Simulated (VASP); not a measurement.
# MoS2 (P6_3/mmc) in VASP: further runs, part 2 of 2

VASP 6.6.1. The steps go on from the part before.

## Step 4: Relaxation of shape and atoms at fixed volume, PBEsol, collinear spin (17.27 Å³/atom)

This run uses another cell than the first one, of 17.27 Å³/atom.

Contents of INCAR:

```
SYSTEM = MoS2
ALGO = Normal ; EDIFF = 1E-7
EDIFFG = -0.01 ; ENCUT = 500
GGA = PS ; GGA_COMPAT = .FALSE.
IBRION = 2 ; ISIF = 4
ISMEAR = 0 ; ISPIN = 2
LASPH = .TRUE. ; LCHARG = .FALSE.
LMAXMIX = 4 ; LORBIT = 11
LREAL = .FALSE. ; LWAVE = .FALSE.
MAGMOM = 0.05 0.05 0 0 0 0 ; NELM = 200
NELMIN = 4 ; NSW = 60
PREC = Accurate ; SIGMA = 0.05
```

Contents of KPOINTS:

```
k-points
0
G
  8 8 2
  0 0 0
```

Contents of POSCAR:

```
MoS2
1.0
    3.1159355092      0.0000000000      0.0000000000
   -1.5579677546      2.6984793075      0.0000000000
    0.0000000000      0.0000000000     12.3235374270
Mo S
2 4
Direct
    0.3333333333      0.6666666667      0.2500000000
    0.6666666667      0.3333333333      0.7500000000
    0.3333333333      0.6666666667      0.6242556346
    0.6666666667      0.3333333333      0.1242556346
    0.3333333333      0.6666666667      0.8757443654
    0.6666666667      0.3333333333      0.3757443654
```

Potentials or basis: VASP PAW PBE potentials, release 64 (Mo_sv, S).

The run is started by

```bash
$ cat potpaw_PBE.64/Mo_sv/POTCAR potpaw_PBE.64/S/POTCAR > POTCAR
$ mpirun -np 1 vasp_std > vasp.out
```

OUTCAR:

```text
SYSTEM = MoS2
   EDIFF = 1E-7
   EDIFFG = -0.01
   ENCUT = 500
   GGA = PS
   IBRION = 2
   ISIF = 4
   ISMEAR = 0
   ISPIN = 2
   LASPH = .TRUE.
   LORBIT = 11
   LREAL = .FALSE.
   NELM = 200
   NELMIN = 4
   NSW = 60
   PREC = Accurate

 ion  position               nearest neighbor table
   1  0.333  0.667  0.250-   4 2.37   6 2.37   4 2.37   6 2.37   4 2.37   6 2.37
   2  0.667  0.333  0.750-   3 2.37   5 2.37   3 2.37   5 2.37   3 2.37   5 2.37
   3  0.333  0.667  0.624-   2 2.37   2 2.37   2 2.37
   4  0.667  0.333  0.124-   1 2.37   1 2.37   1 2.37
   5  0.333  0.667  0.876-   2 2.37   2 2.37   2 2.37
   6  0.667  0.333  0.376-   1 2.37   1 2.37   1 2.37

  LATTYP: Found a hexagonal cell.
 ALAT       =     3.1159355092
 C/A-ratio  =     3.9550040078

  Lattice vectors:

 A1 = (   3.1159355092,   0.0000000000,   0.0000000000)
 A2 = (  -1.5579677546,   2.6984793075,   0.0000000000)
 A3 = (   0.0000000000,   0.0000000000,  12.3235374270)

Analysis of symmetry for initial positions (statically):
=====================================================================
 Subroutine PRICEL returns:
 Original cell was already a primitive cell.

 Routine SETGRP: Setting up the symmetry group for a
 hexagonal supercell.

 Subroutine GETGRP returns: Found 24 space group operations
 (whereof 12 operations were pure point group operations)
 out of a pool of 24 trial point group operations.

The static configuration has the point symmetry D_3d.
[... 344 lines left out ...]

 number of electron      51.9999991 magnetization       0.0000000

 Free energy of the ion-electron system (eV)
  ---------------------------------------------------
  ext. energy  EPLUGINS =         0.00000000
  ---------------------------------------------------
  free energy    TOTEN  =       -46.89219663 eV

  energy without entropy =      -46.89219663  energy(sigma->0) =      -46.89219663

 E-fermi :   8.2081     XC(G=0): -11.1758

 val. band max:        7.8519522657   @ k =   0.0000   0.0000   0.0000
 cond. band min:       8.7754173197   @ k =   0.2500   0.1250   0.0000
 fundamental gap:      0.9234650541
 Fermi energy:         8.2080537649

 spin component 1

 k-point     1 :       0.0000    0.0000    0.0000
  band No.  band energies     occupation
      1     -53.5369      1.00000
      2     -53.5368      1.00000
      3     -27.7550      1.00000
      4     -27.7548      1.00000
      5     -27.4820      1.00000
      6     -27.4820      1.00000
[... 669 lines left out ...]
     30      10.1926      0.00000
     31      10.6991      0.00000
 Fermi energy:         8.2080537649

 spin component 2

 k-point     1 :       0.0000    0.0000    0.0000
  band No.  band energies     occupation
      1     -53.5369      1.00000
      2     -53.5368      1.00000
      3     -27.7550      1.00000
      4     -27.7548      1.00000
      5     -27.4820      1.00000
      6     -27.4820      1.00000
[... 702 lines left out ...]
  FREE ENERGIE OF THE ION-ELECTRON SYSTEM (eV)
  ---------------------------------------------------
  free  energy   TOTEN  =       -46.8921966273 eV

  energy  without entropy=      -46.8921966273  energy(sigma->0) =      -46.89219663

 reached required accuracy - stopping structural energy minimisation

 total charge

# of ion       s       p       d       tot
------------------------------------------
    1        2.301   6.233   4.003  12.537
    2        2.301   6.233   4.003  12.537
    3        1.359   2.327   0.000   3.686
    4        1.359   2.327   0.000   3.686
    5        1.359   2.327   0.000   3.686
    6        1.359   2.327   0.000   3.686
--------------------------------------------------
tot         10.037  21.774   8.006  39.816

 magnetization (x)

# of ion       s       p       d       tot
------------------------------------------
    1        0.000  -0.000  -0.000  -0.000
    2        0.000  -0.000  -0.000  -0.000
    3       -0.000   0.000   0.000  -0.000
    4       -0.000   0.000   0.000  -0.000
    5       -0.000   0.000   0.000  -0.000
    6       -0.000   0.000   0.000  -0.000
--------------------------------------------------
tot         -0.000   0.000  -0.000  -0.000
```

OSZICAR:

```text
N       E                     dE             d eps       ncg     rms          rms(c)
DAV:   1     0.446519890246E+03    0.44652E+03   -0.29119E+04  2784   0.154E+03
DAV:   2    -0.237171273433E+02   -0.47024E+03   -0.45995E+03  3031   0.397E+02
DAV:   3    -0.490948459454E+02   -0.25378E+02   -0.25206E+02  3208   0.804E+01
[... 50 lines left out ...]
DAV:   5    -0.468922150026E+02   -0.64638E-05   -0.21901E-04  2978   0.809E-02    0.416E-02
DAV:   6    -0.468921964027E+02    0.18600E-04   -0.92516E-05  3062   0.486E-02    0.173E-02
DAV:   7    -0.468921965384E+02   -0.13574E-06   -0.15272E-05  3298   0.207E-02    0.100E-02
DAV:   8    -0.468921966656E+02   -0.12715E-06   -0.33252E-06  3027   0.104E-02    0.225E-03
DAV:   9    -0.468921966273E+02    0.38239E-07   -0.47846E-07  2756   0.350E-03
   5 F= -.46892197E+02 E0= -.46892197E+02  d E =-.698345E-02  mag=     0.0000
```

CONTCAR:

```text
MoS2
   1.00000000000000
     3.1325408934493679    0.0000000000000000    0.0000000000000000
    -1.5662704467246840    2.7128599920970884   -0.0000000000000000
    -0.0000000000000000   -0.0000000000000000   12.1932312648968519
  Mo              S
     2     4
Direct
     0.3333333332999970    0.6666666667000030    0.2500000000000000
     0.6666666667000030    0.3333333332999970    0.7500000000000000
     0.3333333332999970    0.6666666667000030    0.6220581164820163
     0.6666666667000030    0.3333333332999970    0.1220581164820163
     0.3333333332999970    0.6666666667000030    0.8779418835179837
     0.6666666667000030    0.3333333332999970    0.3779418835179837

  0.00000000E+00  0.00000000E+00  0.00000000E+00
  0.00000000E+00  0.00000000E+00  0.00000000E+00
  0.00000000E+00  0.00000000E+00  0.00000000E+00
  0.00000000E+00  0.00000000E+00  0.00000000E+00
  0.00000000E+00  0.00000000E+00  0.00000000E+00
  0.00000000E+00  0.00000000E+00  0.00000000E+00
```

Run time: 4 min. Hardware: 1 thread of Oxide Virtual Turin-like, shared host; peak memory 0.27 GiB.

Results:

| Quantity | Value |
| --- | --- |
| Free energy | -46.8922 eV |
| Energy gained by relaxing | 3.0 meV/atom |
| Ionic steps | 5 |
| Pressure after relaxing | 1.1 GPa |
| Largest force after relaxing | 0.004 eV/Å |
| Band gap on the k mesh | 0.92 eV (least direct gap 2.03 eV) |
| Net moment | 0.00 μB per cell |
| Valence electrons inside the program's atomic spheres | Mo 12.54; S 3.69 |

Forces on the atoms (eV/Å):
```
Mo   0.000  0.000  0.000
Mo   0.000  0.000  0.000
S    0.000  0.000 -0.004
S    0.000  0.000 -0.004
S    0.000  0.000  0.004
S    0.000  0.000  0.004
```

Step by step:
```csv
step,energy change (eV),largest force (eV/Å),pressure (GPa),volume (Å³)
1,0.0000,0.3471,3.75,103.62
2,-0.0110,0.0043,1.94,103.62
3,-0.0110,0.0121,2.02,103.62
4,-0.0166,0.0080,1.49,103.62
5,-0.0180,0.0041,1.06,103.62
```

Final structure:
```xyz
6
Lattice="3.1325 0.0000 0.0000 -1.5663 2.7129 0.0000 0.0000 0.0000 12.1932" Properties=species:S:1:pos:R:3 pbc="T T T"
Mo    0.0000    1.8086    3.0483
Mo    1.5663    0.9043    9.1449
S     0.0000    1.8086    7.5849
S     1.5663    0.9043    1.4883
S     0.0000    1.8086   10.7049
S     1.5663    0.9043    4.6083
```

Levels at points of the mesh, in eV from the valence-band top:
Spin up:
| k point | band 24 | band 25 | band 26 | band 27 | band 28 | band 29 |
| --- | --- | --- | --- | --- | --- | --- |
| (0.00, 0.00, 0.00) | -1.31 | -1.18 | 0.00 | 2.18 | 2.18 | 2.21 |
| (0.50, 0.00, 0.00) | -1.47 | -1.47 | -1.34 | 1.71 | 1.76 | 2.07 |
| (0.00, 0.00, 0.50) | -2.15 | -0.29 | -0.29 | 2.19 | 2.19 | 2.19 |
| (0.50, 0.00, 0.50) | -1.59 | -1.40 | -1.40 | 1.73 | 1.73 | 2.25 |
Spin down:
| k point | band 23 | band 24 | band 25 | band 26 | band 27 | band 28 | band 29 | band 30 |
| --- | --- | --- | --- | --- | --- | --- | --- | --- |
| (0.00, 0.00, 0.00) | -2.13 | -1.31 | -1.18 | 0.00 | 2.18 | 2.18 | 2.21 | 2.21 |
| (0.50, 0.00, 0.00) | -1.70 | -1.47 | -1.47 | -1.34 | 1.71 | 1.76 | 2.07 | 2.40 |
| (0.00, 0.00, 0.50) | -2.15 | -2.15 | -0.29 | -0.29 | 2.19 | 2.19 | 2.19 | 2.19 |
| (0.50, 0.00, 0.50) | -1.59 | -1.59 | -1.40 | -1.40 | 1.73 | 1.73 | 2.25 | 2.25 |

Caveat: the PAW data sets were made with another functional, which shifts forces and pressure a little; this functional lacks dispersion, which binds layers or chains, so the pressure and a relaxed spacing across them are unreliable. PBEsol gaps usually lie below the measured ones, often by a third to a half.

## Step 5: Overview

```tsv
task	level	cell	gap on the mesh (eV)	pressure (GPa)	moment (μB)	largest force (eV/Å)
single point	PBEsol	a = 3.112, b = 3.112, c = 11.870 Å, angles 90.0, 90.0, 120.0°, 6 atoms, atomic positions A	0.76	3.3	0.00	0.01
single point	revPBE+D4	a = 3.132, b = 3.132, c = 11.742 Å, angles 90.0, 90.0, 120.0°, 6 atoms, atomic positions B	0.76	0.4	0.00	0.04
relaxation of shape and atoms at fixed volume	PBEsol	relaxed from a = 3.116, b = 3.116, c = 12.324 Å, angles 90.0, 90.0, 120.0°, 6 atoms, atomic positions C	0.92	1.1	0.00	-
```

Alike in all rows: potentials or basis VASP PAW PBE potentials, release 64 (Mo_sv, S); spin collinear; k mesh 8 × 8 × 2; cutoff (eV) 500; smearing gaussian 0.05 eV.

Caveats: the PAW data sets were made with another functional, which shifts forces and pressure a little; the cell stands under pressure (at least some runs); this functional lacks dispersion, which binds layers or chains, so the pressure and a relaxed spacing across them are unreliable (at least some runs).

Absolute energies hang on the potentials; compare differences alone.

## Step 6: Against experiment

Step 3. A measured gap of MoS2 is 1.3 eV (indirect; 300 K; “Multiwavelength excitation Raman Scattering Analysis of bulk and 2 dimensional MoS2: Vibrational properties of atomically thin MoS2 layers”, 2015, arxiv:1506.03228); the calculated 0.76 eV misses it by -0.55 eV. Spin-orbit coupling on Mo is left out. The value is that of revPBE+D4 on a finite k mesh, which can miss the band edges, without temperature or zero-point motion. Semilocal functionals fall short of measured gaps as a rule.
